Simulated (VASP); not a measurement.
# Rh (Fm-3m) in VASP: further runs, part 2 of 2

VASP 6.6.1.

**3. Relaxation of cell and atoms, PBEsol**

This run uses another cell than the first one, of 13.75 Å³/atom.

INCAR reads:

```
PREC = Accurate ; ENCUT = 600
EDIFF = 1E-6 ; ISMEAR = -1
SIGMA = 0.05 ; LREAL = False
LASPH = True ; NELM = 100
ALGO = Normal ; ISIF = 3
LWAVE = False ; LCHARG = False
GGA = PS ; IBRION = 2
NSW = 60 ; EDIFFG = -0.005
```

KPOINTS reads:

```
regular mesh
0
Gamma
  17 17 17
```

POSCAR reads:

```
Rh
1.0
    0.0000000000      1.9014762304      1.9014762304
    1.9014762304      0.0000000000      1.9014762304
    1.9014762304      1.9014762304      0.0000000000
Rh
1
Direct
    0.0000000000      0.0000000000      0.0000000000
```

Potentials or basis: VASP PAW PBE potentials, release 64 (Rh_pv).

Run with:

```bash
$ cat potpaw_PBE.64/Rh_pv/POTCAR > POTCAR
$ mpirun -np 1 vasp_std > vasp.out
```

OUTCAR:

```text
PREC = Accurate
   ENCUT = 600
   EDIFF = 1E-6
   ISMEAR = -1
   LREAL = False
   LASPH = True
   NELM = 100
   ISIF = 3
   GGA = PS
   IBRION = 2
   NSW = 60
   EDIFFG = -0.005

 ion  position               nearest neighbor table
   1  0.000  0.000  0.000-

  LATTYP: Found a face centered cubic cell.
 ALAT       =     3.8029524608

  Lattice vectors:

 A1 = (   0.0000000000,   1.9014762304,   1.9014762304)
 A2 = (   1.9014762304,   0.0000000000,   1.9014762304)
 A3 = (   1.9014762304,   1.9014762304,   0.0000000000)

Analysis of symmetry for initial positions (statically):
=====================================================================
 Subroutine PRICEL returns:
 Original cell was already a primitive cell.

 Routine SETGRP: Setting up the symmetry group for a
 face centered cubic supercell.

 Subroutine GETGRP returns: Found 48 space group operations
 (whereof 48 operations were pure point group operations)
 out of a pool of 48 trial point group operations.

The static configuration has the point symmetry O_h .

Analysis of symmetry for dynamics (positions and initial velocities):
=====================================================================
 Subroutine PRICEL returns:
 Original cell was already a primitive cell.

 Routine SETGRP: Setting up the symmetry group for a
 face centered cubic supercell.

 Subroutine GETGRP returns: Found 48 space group operations
 (whereof 48 operations were pure point group operations)
 out of a pool of 48 trial point group operations.

The dynamic configuration has the point symmetry O_h .

 Subroutine INISYM returns: Found 48 space group operations
 (whereof 48 operations are pure point group operations),
 and found     1 'primitive' translations

----------------------------------------------------------------------------------------

                                     Primitive cell

[... 119 lines left out ...]
 conjugate gradient relaxation of ions
 non-spin polarized calculation
  energy-cutoff  :      600.00
  volume of cell :       13.75
 maximum number of plane-waves:       474
 NGX is ok and might be reduce to    24
   NGX = 11   NGY = 11   NGZ = 11

--------------------------------------- Ionic step        1  -------------------------------------------

 number of electron      15.0000002 magnetization

 Free energy of the ion-electron system (eV)
  ---------------------------------------------------
  ext. energy  EPLUGINS =         0.00000000
  ---------------------------------------------------
  free energy    TOTEN  =        -8.14084807 eV

  energy without entropy =       -8.13202504  energy(sigma->0) =       -8.13643655

------------------------ aborting loop because EDIFF is reached ----------------------------------------

  FORCE on cell =-STRESS in cart. coord.  units (eV):
  Direction    XX          YY          ZZ          XY          YZ          ZX
  --------------------------------------------------------------------------------------
  -------------------------------------------------------------------------------------
  Total       -0.4568016     -0.4568016     -0.4568016      0.0000000      0.0000000      0.0000000
  in kB      -53.2274332    -53.2274332    -53.2274332      0.0000000      0.0000000      0.0000000
  external PRESSURE =     -53.2274332 kB  Pullay stress =       0.0000000 kB
[... 162 lines left out ...]
--------------------------------------- Ionic step        6  -------------------------------------------

 number of electron      15.0000002 magnetization

 Free energy of the ion-electron system (eV)
  ---------------------------------------------------
  ext. energy  EPLUGINS =         0.00000000
  ---------------------------------------------------
  free energy    TOTEN  =        -8.14517316 eV

  energy without entropy =       -8.13669671  energy(sigma->0) =       -8.14093494

 E-fermi :  12.1025     XC(G=0): -14.3375

 val. band max:       12.0823354594   @ k =   0.4118   0.2353   0.0588
 cond. band min:      12.1152613721   @ k =   0.4118   0.2941   0.0588
 fundamental gap:      0.0329259127
 Fermi energy:        12.1025003909

 k-point     1 :       0.0000    0.0000    0.0000
  band No.  band energies     occupation
      1     -34.2652      2.00000
      2     -34.2652      2.00000
      3     -34.2652      2.00000
      4       3.9059      2.00000
      5       8.9146      2.00000
      6       8.9146      2.00000
      7       8.9146      2.00000
      8      11.0906      2.00000
      9      11.0906      2.00000
     10      28.0170      0.00000
     11      32.4222      0.00000
[... 309 lines left out ...]
 k-point    24 :      -0.1176    0.0588    0.0000
  band No.  band energies     occupation
      1     -34.4185      2.00000
      2     -34.3057      2.00000
      3     -34.2791      2.00000
      4       4.7543      2.00000
      5       8.5421      2.00000
      6       9.2160      2.00000
      7       9.2551      2.00000
      8      10.7607      2.00000
      9      11.1679      2.00000
     10      29.1685      0.00000
     11      30.6189      0.00000

 [... further k-points ...]
[... 5 lines left out ...]
  --------------------------------------------------------------------------------------
  -------------------------------------------------------------------------------------
  Total       -0.0003544     -0.0003544     -0.0003544      0.0000000      0.0000000      0.0000000
  in kB       -0.0420679     -0.0420679     -0.0420679      0.0000000      0.0000000      0.0000000
  external PRESSURE =      -0.0420679 kB  Pullay stress =       0.0000000 kB
[... 16 lines left out ...]
  FREE ENERGIE OF THE ION-ELECTRON SYSTEM (eV)
  ---------------------------------------------------
  free  energy   TOTEN  =        -8.1451731632 eV

  energy  without entropy=       -8.1366967137  energy(sigma->0) =       -8.14093494

 reached required accuracy - stopping structural energy minimisation
```

CONTCAR:

```text
Rh
   1.00000000000000
    -0.0000000000000000    1.8896899709767425    1.8896899709767425
     1.8896899709767425   -0.0000000000000000    1.8896899709767425
     1.8896899709767425    1.8896899709767425    0.0000000000000000
  Rh
     1
Direct
     0.0000000000000000    0.0000000000000000    0.0000000000000000

  0.00000000E+00  0.00000000E+00  0.00000000E+00
```

Run time: 2.2 min. Hardware: 1 thread of Intel Xeon 8259CL, shared host; peak memory 0.17 GiB.

What came out:

- Free energy: -8.1452 eV
- Relaxed volume: 13.50 Å³/atom
- Relaxed cell: a = 2.672 Å, b = 2.672 Å, c = 2.672 Å, α = 60.00°, β = 60.00°, γ = 60.00°
- Space group after relaxing (to 0.1 Å): Fm-3m (No. 225)
- Energy gained by relaxing: 4.3 meV/atom
- Ionic steps: 6
- Pressure after relaxing: 0.0 GPa
- Band gap on the k mesh: zero (an odd number of electrons rules out a gap without spin polarisation)

The path:
| step | energy change (eV) | largest force (eV/Å) | pressure (GPa) | volume (Å³) |
| --- | --- | --- | --- | --- |
| 1 | 0.0000 | 0.0000 | -5.32 | 13.75 |
| 2 | 0.0260 | 0.0000 | 16.21 | 12.86 |
| 3 | -0.0043 | 0.0000 | -0.10 | 13.50 |
| 4 | -0.0043 | 0.0000 | 0.06 | 13.49 |
| 5 | -0.0043 | 0.0000 | -0.11 | 13.50 |
| 6 | -0.0043 | 0.0000 | 0.00 | 13.50 |

Final structure:
```cif
data_structure
_symmetry_space_group_name_H-M 'P 1'
_symmetry_Int_Tables_number 1
_cell_length_a 2.6724
_cell_length_b 2.6724
_cell_length_c 2.6724
_cell_angle_alpha 60.000
_cell_angle_beta 60.000
_cell_angle_gamma 60.000
_cell_volume 13.50
loop_
_atom_site_label
_atom_site_type_symbol
_atom_site_fract_x
_atom_site_fract_y
_atom_site_fract_z
_atom_site_occupancy
Rh1 Rh 0.00000 0.00000 0.00000 1
```

Caveat: the PAW data sets were made with another functional, which shifts forces and pressure a little.
